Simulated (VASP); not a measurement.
# C (I4_1/amd) in VASP: a series of runs, part 2 of 2

VASP 6.6.1. Earlier steps stand in the parts before.

## Step 3: Single point, PBE (strain +0.000 along x and y, +0.040 along z)

The input, INCAR:

```
SYSTEM = C
PREC = Accurate
ENCUT = 520
EDIFF = 1E-6
ISMEAR = 0
SIGMA = 0.05
LREAL = .FALSE.
LASPH = .TRUE.
NELM = 100
ALGO = Normal
ISIF = 2
LWAVE = .FALSE.
LCHARG = .FALSE.
GGA = PE
NBANDS = 11
```

The input, KPOINTS:

```
Automatic mesh
0
G
  12 12 12
  0 0 0
```

The input, POSCAR:

```
C
1.0
    0.0000000000      1.7834000000      1.8547360000
    1.7834000000      0.0000000000      1.8547360000
    1.7834000000      1.7834000000      0.0000000000
C
2
Direct
    0.5000000000      0.5000000000      0.5000000000
    0.7500000000      0.7500000000      0.7500000000
```

Potentials or basis: VASP PAW PBE potentials, release 64 (C).

Run with:

```
$ cat potpaw_PBE.64/C/POTCAR > POTCAR
$ mpirun -np 1 vasp_std > vasp.out
```

OUTCAR:

```text
SYSTEM = C
   PREC = Accurate
   ENCUT = 520
   EDIFF = 1E-6
   ISMEAR = 0
   LREAL = .FALSE.
   LASPH = .TRUE.
   NELM = 100
   ISIF = 2
   GGA = PE

 ion  position               nearest neighbor table
   1  0.500  0.500  0.500-   2 1.57   2 1.57   2 1.57   2 1.57
   2  0.750  0.750  0.750-   1 1.57   1 1.57   1 1.57   1 1.57

  LATTYP: Found a body centered tetragonal cell.
 ALAT       =     2.5221084671
 C/A-ratio  =     1.4707821049

  Lattice vectors:

 A1 = (  -1.7834000000,   0.0000000000,   1.8547360000)
 A2 = (   1.7834000000,   0.0000000000,   1.8547360000)
 A3 = (   0.0000000000,   1.7834000000,  -1.8547360000)

Analysis of symmetry for initial positions (statically):
=====================================================================
 Subroutine PRICEL returns:
 Original cell was already a primitive cell.

 Routine SETGRP: Setting up the symmetry group for a
 body centered tetragonal supercell.

 Subroutine GETGRP returns: Found 16 space group operations
 (whereof  8 operations were pure point group operations)
 out of a pool of 16 trial point group operations.

The static configuration has the point symmetry D_2d.
 The point group associated with its full space group is D_4h.

Analysis of symmetry for dynamics (positions and initial velocities):
=====================================================================
 Subroutine PRICEL returns:
 Original cell was already a primitive cell.

 Routine SETGRP: Setting up the symmetry group for a
 body centered tetragonal supercell.

 Subroutine GETGRP returns: Found 16 space group operations
 (whereof  8 operations were pure point group operations)
 out of a pool of 16 trial point group operations.

The dynamic configuration has the point symmetry D_2d.
 The point group associated with its full space group is D_4h.

 Subroutine INISYM returns: Found 16 space group operations
 (whereof  8 operations are pure point group operations),
 and found     1 'primitive' translations

[... 115 lines left out ...]
  volume/ion in A,a.u.               =       5.90        39.81
  Fermi-wavevector in a.u.,A,eV,Ry     =   1.438252  2.717902 28.144583  2.068568
  Thomas-Fermi vector in A             =   2.557239
   LORBIT       =      0    0 simple, 1 ext, 2 COOP (PROOUT), +10 PAW based schemes
   GGA     = PE    functional components
   LHFCALC =     F    Hartree Fock is set to
   AEXX    =    0.0000 exact exchange contribution
   IVDW    =     0    specifies the selected vdW correction
   LEPSILON=     F    determine dielectric tensor
   LRPA    =     F    only Hartree local field effects (RPA)
 non-spin polarized calculation
 Gauss-broadening in eV      SIGMA  =   0.05
  energy-cutoff  :      520.00
  volume of cell :       11.80
 maximum number of plane-waves:       334
   NGX =  9   NGY =  9   NGZ =  9

 number of electron       8.0000000 magnetization

 Free energy of the ion-electron system (eV)
  ---------------------------------------------------
  ext. energy  EPLUGINS =         0.00000000
  ---------------------------------------------------
  free energy    TOTEN  =       -18.13465344 eV

  energy without entropy =      -18.13465344  energy(sigma->0) =      -18.13465344

 E-fermi :   9.6528     XC(G=0): -13.0568

 val. band max:        9.3723489401   @ k =   0.0000   0.0000   0.0000
 cond. band min:      12.9543925045   @ k =   0.3333   0.0000   0.3333
 fundamental gap:      3.5820435644
 Fermi energy:         9.6528354423

 k-point     1 :       0.0000    0.0000    0.0000
  band No.  band energies     occupation
      1     -11.7841      2.00000
      2       8.7725      2.00000
      3       9.3723      2.00000
      4       9.3723      2.00000
      5      14.5094      0.00000
      6      14.5094      0.00000
      7      14.9862      0.00000
      8      21.5852      0.00000
      9      27.9873      0.00000
     10      34.1067      0.00000
     11      34.9732      0.00000
[... 309 lines left out ...]
 k-point    24 :      -0.4167    0.1667    0.0000
  band No.  band energies     occupation
      1      -5.7713      2.00000
      2      -3.0577      2.00000
      3       3.4737      2.00000
      4       6.0944      2.00000
      5      17.0474      0.00000
      6      19.1995      0.00000
      7      19.4939      0.00000
      8      24.2240      0.00000
      9      28.4237      0.00000
     10      32.9047      0.00000
     11      33.0067      0.00000

 [... further k-points ...]
[... 5 lines left out ...]
  --------------------------------------------------------------------------------------
  -------------------------------------------------------------------------------------
  Total       -0.1165405     -0.1165405     -2.7919490      0.0000000     -0.0000000      0.0000000
  in kB      -15.8262368    -15.8262368   -379.1477127      0.0000000     -0.0000000      0.0000000
  external PRESSURE =    -136.9333954 kB  Pullay stress =       0.0000000 kB

 VOLUME and BASIS-vectors are now :
 -----------------------------------------------------------------------------
  energy-cutoff  :      520.00
  volume of cell :       11.80
      direct lattice vectors                 reciprocal lattice vectors
     0.000000000  1.783400000  1.854736000    -0.280363351  0.280363351  0.269580145
     1.783400000  0.000000000  1.854736000     0.280363351 -0.280363351  0.269580145
     1.783400000  1.783400000  0.000000000     0.280363351  0.280363351 -0.269580145

 POSITION                                       TOTAL-FORCE (eV/Angst)
 -----------------------------------------------------------------------------------
      1.78340      1.78340      1.85474         0.000000      0.000000      0.000000
      2.67510      2.67510      2.78210        -0.000000     -0.000000      0.000000
 -----------------------------------------------------------------------------------
    total drift:                                0.000000     -0.000000      0.000000

  FREE ENERGIE OF THE ION-ELECTRON SYSTEM (eV)
  ---------------------------------------------------
  free  energy   TOTEN  =       -18.1346534387 eV

  energy  without entropy=      -18.1346534387  energy(sigma->0) =      -18.13465344
```

OSZICAR:

```text
N       E                     dE             d eps       ncg     rms          rms(c)
DAV:   1     0.818348285028E+00    0.81835E+00   -0.48026E+03  3768   0.695E+02
DAV:   2    -0.183195653644E+02   -0.19138E+02   -0.18488E+02  4725   0.125E+02
DAV:   3    -0.186971783446E+02   -0.37761E+00   -0.37675E+00  4178   0.135E+01
DAV:   4    -0.186978189588E+02   -0.64061E-03   -0.64060E-03  3869   0.697E-01
DAV:   5    -0.186978197464E+02   -0.78759E-06   -0.78760E-06  4095   0.231E-02    0.527E+00
DAV:   6    -0.182752157270E+02    0.42260E+00   -0.22065E-01  3682   0.328E+00    0.315E+00
DAV:   7    -0.181328859242E+02    0.14233E+00   -0.27392E-01  3855   0.370E+00    0.695E-01
DAV:   8    -0.181345889420E+02   -0.17030E-02   -0.78861E-03  3712   0.656E-01    0.422E-02
DAV:   9    -0.181346330264E+02   -0.44084E-04   -0.61770E-05  4325   0.632E-02    0.237E-02
DAV:  10    -0.181346533892E+02   -0.20363E-04   -0.15950E-05  3844   0.346E-02    0.521E-03
DAV:  11    -0.181346534387E+02   -0.49514E-07   -0.24619E-07  3056   0.449E-03
   1 F= -.18134653E+02 E0= -.18134653E+02  d E =-.703088E-18
```

Run time: 18 s. Hardware: 1 thread of Intel Xeon Platinum 8259CL at 2.50GHz (Skylake/Cascade Lake), shared host; peak memory 0.12 GiB.

Results:

```yaml
Free_energy: -18.1347 eV
Pressure: -13.7 GPa
Band_gap_on_the_k_mesh: 3.58 eV, indirect (least direct gap 5.14 eV)
```

Levels at points of the mesh, in eV from the valence-band top:
```csv
k point,band 1,band 2,band 3,band 4,band 5,band 6,band 7,band 8,band 9
"(0.00, 0.00, 0.00)",-21.16,-0.60,0.00,0.00,5.14,5.14,5.61,12.21,18.62
"(0.50, 0.00, 0.00)",-15.60,-13.14,-3.24,-2.55,7.32,8.24,8.74,15.14,21.10
"(0.50, 0.50, 0.00)",-13.07,-13.07,-5.88,-5.88,5.07,5.07,15.86,15.86,21.92
"(0.50, 0.00, 0.50)",-12.49,-12.49,-6.44,-6.44,4.19,4.19,16.01,16.01,22.43
```

Caveat: the cell differs from its parent crystal (strain +0.000 along x and y, +0.040 along z). A k mesh can miss the band edges.
